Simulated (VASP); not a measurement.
# Co (P6_3/mmc) in VASP: single point with PBE

Aim: the single point of Co with PBE.

All numbers are computed with VASP 6.6.1; they aren't measurements. Logs are shortened: lines on timing, memory, paths and dates and some standing lists are left out, and cuts for length are marked.

### 1 The cell of the first run

Symmetry: P6_3/mmc, No. 194, hexagonal system. Conventional cell: a = 2.492 Å, b = 2.492 Å, c = 4.030 Å, α = 90.00°, β = 90.00°, γ = 120.00°. Co (site symmetry -6m2) has 12 Co at 2.48 to 2.49 Å within 3.3 Å.

### 2 Single point, PBE, non-collinear spin, typed start, spin-orbit coupling

The input, INCAR:

```
ALGO = Normal
EDIFF = 1E-7
ENCUT = 520
GGA = PE
GGA_COMPAT = F
ISIF = 2
ISMEAR = 0
LASPH = T
LCHARG = F
LMAXMIX = 4
LORBIT = 11
LORBMOM = T
LREAL = F
LSORBIT = T
LWAVE = F
MAGMOM = 0 0 1.79 0 0 1.79
NBANDS = 30
NELM = 150
PREC = Accurate
SIGMA = 0.05
```

The input, KPOINTS:

```
k-points
0
Gamma
  20 20 10
```

The input, POSCAR:

```
Co
1.0
    2.4924263028      0.0000000000      0.0000000000
   -1.2462131514      2.1585044952      0.0000000000
    0.0000000000      0.0000000000      4.0297351794
Co
2
Direct
    0.3333333333      0.6666666667      0.7500000000
    0.6666666667      0.3333333333      0.2500000000
```

Potentials or basis: VASP PAW PBE potentials, release 64 (Co).

Command:

```console
$ cat potpaw_PBE.64/Co/POTCAR > POTCAR
$ mpirun -np 1 vasp_ncl > vasp.out
```

OUTCAR:

```text
EDIFF = 1E-7
   ENCUT = 520
   GGA = PE
   ISIF = 2
   ISMEAR = 0
   LASPH = T
   LORBIT = 11
   LREAL = F
   LSORBIT = T
   NELM = 150
   PREC = Accurate

 ion  position               nearest neighbor table
   1  0.333  0.667  0.750-   2 2.48   2 2.48   2 2.48   2 2.48   2 2.48   2 2.48
   2  0.667  0.333  0.250-   1 2.48   1 2.48   1 2.48   1 2.48   1 2.48   1 2.48

  LATTYP: Found a hexagonal cell.
 ALAT       =     2.4924263028
 C/A-ratio  =     1.6167921093

  Lattice vectors:

 A1 = (   2.4924263028,   0.0000000000,   0.0000000000)
 A2 = (  -1.2462131514,   2.1585044952,   0.0000000000)
 A3 = (   0.0000000000,   0.0000000000,   4.0297351794)

Analysis of symmetry for initial positions (statically):
=====================================================================
 Subroutine PRICEL returns:
 Original cell was already a primitive cell.

 Routine SETGRP: Setting up the symmetry group for a
 hexagonal supercell.

 Subroutine GETGRP returns: Found 24 space group operations
 (whereof 12 operations were pure point group operations)
 out of a pool of 24 trial point group operations.

The static configuration has the point symmetry D_3d.
 The point group associated with its full space group is D_6h.

Analysis of symmetry for dynamics (positions and initial velocities):
=====================================================================
 Subroutine PRICEL returns:
 Original cell was already a primitive cell.

 Routine SETGRP: Setting up the symmetry group for a
 hexagonal supercell.

 Subroutine GETGRP returns: Found 24 space group operations
 (whereof 12 operations were pure point group operations)
 out of a pool of 24 trial point group operations.

The dynamic configuration has the point symmetry D_3d.
 The point group associated with its full space group is D_6h.

Analysis of structural, dynamic, and magnetic symmetry:
=====================================================================
 Subroutine PRICEL returns:
 Original cell was already a primitive cell.

 Routine SETGRP: Setting up the symmetry group for a
 hexagonal supercell.

 Subroutine GETGRP returns: Found 12 space group operations
 (whereof  6 operations were pure point group operations)
 out of a pool of 24 trial point group operations.

The overall configuration has the point symmetry S_6 .
 The point group associated with its full space group is C_6h.

 Subroutine INISYM returns: Found 12 space group operations
 (whereof  6 operations are pure point group operations),
 and found     1 'primitive' translations

----------------------------------------------------------------------------------------

                                     Primitive cell

  volume of cell :      21.6796

  direct lattice vectors                    reciprocal lattice vectors
     2.492426303  0.000000000  0.000000000     0.401215474  0.231641862  0.000000000
    -1.246213151  2.158504495  0.000000000     0.000000000  0.463283724  0.000000000
     0.000000000  0.000000000  4.029735179     0.000000000  0.000000000  0.248155265

  length of vectors
     2.492426303  2.492426303  4.029735179     0.463283724  0.463283724  0.248155265

  position of ions in fractional coordinates (direct lattice)
     0.333333333  0.666666667  0.750000000
     0.666666667  0.333333333  0.250000000

  ion indices of the primitive-cell ions
   primitive index   ion index
                 1           1
                 2           2

----------------------------------------------------------------------------------------

 KPOINTS: k-points

Automatic generation of k-mesh.
 Grid dimensions read from file:
 generate k-points for:   20   20   10

 Generating k-lattice:

[... 97 lines left out ...]

 number of electron      17.9999996 magnetization       0.0000000      0.0000000      3.1905910

 number of electron      17.9999996 magnetization      -0.0000000     -0.0000000      3.1905846

 number of electron      17.9999996 magnetization      -0.0000000      0.0000000      3.1905915

 Free energy of the ion-electron system (eV)
  ---------------------------------------------------
  ext. energy  EPLUGINS =         0.00000000
  ---------------------------------------------------
  free energy    TOTEN  =       -14.08914994 eV

  energy without entropy =      -14.08686731  energy(sigma->0) =      -14.08800862

 E-fermi :  10.2721     XC(G=0): -13.4090

 val. band max:       10.2713487254   @ k =  -0.3500   0.4500   0.5000
 cond. band min:      10.2818481429   @ k =  -0.4000   0.4500  -0.3000
 fundamental gap:      0.0104994175
 Fermi energy:        10.2721454426

 k-point     1 :       0.0000    0.0000    0.0000
  band No.  band energies     occupation
      1       1.3530      1.00000
      2       1.3532      1.00000
      3       5.1361      1.00000
      4       6.0787      1.00000
      5       7.6102      1.00000
      6       7.6600      1.00000
[... 781 lines left out ...]
     29      25.1880      0.00000
     30      25.4305      0.00000

 [... further k-points ...]

------------------------ aborting loop because EDIFF is reached ----------------------------------------

  FORCE on cell =-STRESS in cart. coord.  units (eV):
  Direction    XX          YY          ZZ          XY          YZ          ZX
  --------------------------------------------------------------------------------------
  -------------------------------------------------------------------------------------
  Total       -0.0503659     -0.0503659     -0.0916257     -0.0000001     -0.0000000     -0.0000000
  in kB       -3.7221598     -3.7221598     -6.7713616     -0.0000047     -0.0000000     -0.0000000
  external PRESSURE =      -4.7385604 kB  Pullay stress =       0.0000000 kB

 VOLUME and BASIS-vectors are now :
 -----------------------------------------------------------------------------
  energy-cutoff  :      520.00
  volume of cell :       21.68
      direct lattice vectors                 reciprocal lattice vectors
     2.492426303  0.000000000  0.000000000     0.401215474  0.231641862  0.000000000
    -1.246213151  2.158504495  0.000000000     0.000000000  0.463283724  0.000000000
     0.000000000  0.000000000  4.029735179     0.000000000  0.000000000  0.248155265

 POSITION                                       TOTAL-FORCE (eV/Angst)
 -----------------------------------------------------------------------------------
     -0.00000      1.43900      3.02230         0.000000      0.000000      0.000000
      1.24621      0.71950      1.00743        -0.000000     -0.000000      0.000000
 -----------------------------------------------------------------------------------
    total drift:                                0.000000     -0.000000      0.000000

  FREE ENERGIE OF THE ION-ELECTRON SYSTEM (eV)
  ---------------------------------------------------
  free  energy   TOTEN  =       -14.0891499382 eV

  energy  without entropy=      -14.0868673103  energy(sigma->0) =      -14.08800862

 orbital moment (x)

 # of ion     p       d       tot
 ----------------------------------------
  1        -0.000   0.000   0.000
  2         0.000   0.000   0.000
 ----------------------------------------
            0.000   0.000   0.000

 orbital moment (y)

 # of ion     p       d       tot
 ----------------------------------------
  1        -0.000   0.000   0.000
  2         0.000   0.000   0.000
 ----------------------------------------
            0.000   0.000   0.000

 orbital moment (z)

 # of ion     p       d       tot
 ----------------------------------------
  1         0.001   0.078   0.078
  2         0.001   0.078   0.078
 ----------------------------------------
            0.001   0.155   0.157

 Spin-Orbit-Coupling matrix elements

 Ion:    1  E_soc:     -0.0159176
 l=   1
     0.0000000    -0.0003735    -0.0003736
    -0.0003735     0.0000000    -0.0003735
    -0.0003736    -0.0003735     0.0000000
 l=   2
     0.0000000    -0.0004519     0.0000000    -0.0004519    -0.0019639
    -0.0004519     0.0000000    -0.0012586    -0.0005494    -0.0004519
     0.0000000    -0.0012586     0.0000000    -0.0012586     0.0000000
    -0.0004519    -0.0005494    -0.0012586     0.0000000    -0.0004519
    -0.0019639    -0.0004519     0.0000000    -0.0004519     0.0000000
 l=   3
     0.0000000     0.0000000     0.0000000     0.0000000     0.0000000     0.0000000     0.0000000
     0.0000000     0.0000000     0.0000000     0.0000000     0.0000000     0.0000000     0.0000000
     0.0000000     0.0000000     0.0000000     0.0000000     0.0000000     0.0000000     0.0000000
     0.0000000     0.0000000     0.0000000     0.0000000     0.0000000     0.0000000     0.0000000
     0.0000000     0.0000000     0.0000000     0.0000000     0.0000000     0.0000000     0.0000000
     0.0000000     0.0000000     0.0000000     0.0000000     0.0000000     0.0000000     0.0000000
     0.0000000     0.0000000     0.0000000     0.0000000     0.0000000     0.0000000     0.0000000

 Ion:    2  E_soc:     -0.0159176
 l=   1
     0.0000000    -0.0003735    -0.0003736
    -0.0003735     0.0000000    -0.0003735
    -0.0003736    -0.0003735     0.0000000
 l=   2
     0.0000000    -0.0004519     0.0000000    -0.0004519    -0.0019639
    -0.0004519     0.0000000    -0.0012586    -0.0005494    -0.0004519
     0.0000000    -0.0012586     0.0000000    -0.0012586     0.0000000
    -0.0004519    -0.0005494    -0.0012586     0.0000000    -0.0004519
    -0.0019639    -0.0004519     0.0000000    -0.0004519     0.0000000
 l=   3
     0.0000000     0.0000000     0.0000000     0.0000000     0.0000000     0.0000000     0.0000000
     0.0000000     0.0000000     0.0000000     0.0000000     0.0000000     0.0000000     0.0000000
     0.0000000     0.0000000     0.0000000     0.0000000     0.0000000     0.0000000     0.0000000
     0.0000000     0.0000000     0.0000000     0.0000000     0.0000000     0.0000000     0.0000000
     0.0000000     0.0000000     0.0000000     0.0000000     0.0000000     0.0000000     0.0000000
     0.0000000     0.0000000     0.0000000     0.0000000     0.0000000     0.0000000     0.0000000
     0.0000000     0.0000000     0.0000000     0.0000000     0.0000000     0.0000000     0.0000000

 total charge

# of ion       s       p       d       tot
------------------------------------------
    1        0.489   0.522   7.265   8.275
    2        0.489   0.522   7.265   8.275
--------------------------------------------------
tot          0.977   1.043  14.529  16.550

 magnetization (x)

# of ion       s       p       d       tot
------------------------------------------
    1        0.000   0.000   0.000   0.000
    2        0.000   0.000   0.000   0.000
--------------------------------------------------
tot          0.000   0.000   0.000   0.000

 magnetization (y)

# of ion       s       p       d       tot
------------------------------------------
    1        0.000   0.000  -0.000  -0.000
    2        0.000   0.000  -0.000  -0.000
--------------------------------------------------
tot          0.000   0.000  -0.000  -0.000

 magnetization (z)

# of ion       s       p       d       tot
------------------------------------------
    1       -0.015  -0.055   1.685   1.616
    2       -0.015  -0.055   1.685   1.616
--------------------------------------------------
tot         -0.030  -0.109   3.371   3.231
```

Wall time 18 min (1 thread of Intel Xeon 6975P-C (Granite Rapids), shared host); peak memory 0.46 GiB.

Results:

- Free energy: -14.0891 eV
- Pressure: -0.5 GPa
- Net moment: 3.19 μB per cell
- Valence electrons inside the program's atomic spheres: Co 8.28

Stress tensor (GPa, compression positive):
```
-0.37  0.00  0.00
 0.00 -0.37  0.00
 0.00  0.00 -0.68
```

Moments on the atoms (μB; x, y, z):
```
Co  0.00 0.00 1.62
Co  0.00 0.00 1.62
```
